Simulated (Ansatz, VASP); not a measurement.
One calculation of Se, two programs

```xyz
2
Lattice="3.7006 0.0000 0.0000 -1.8503 3.2048 0.0000 0.0000 0.0000 3.8558" Properties=species:S:1:pos:R:3 pbc="T T T"
Se    0.0000    2.1366    0.9640
Se    1.8503    1.0683    2.8919
```

Alike in both runs: task single point; functional revPBE; k mesh 11 × 11 × 9; occupations fermi-dirac, width 0.1 eV; no spin polarisation.

```csv
,VASP,Ansatz
version,VASP 6.6.1,Ansatz 0.2.0
potentials or method,"VASP PAW PBE potentials, release 64 (Se), cutoff 520 eV","plane waves (420 eV) with PAW, scalar-relativistic"
valence electrons in the cell,12,32
```

```csv
,VASP,Ansatz,Ansatz less VASP
pressure (GPa),-0.1,-0.1,+0.01
"traceless stress, the component that is largest in VASP (GPa)",-0.48,-0.48,-0.003
```

VASP's potentials were made for PBE, not for revPBE. VASP's potentials hold 12 valence electrons a cell and Ansatz's 32, so a difference there can come from the potentials and not from the codes.
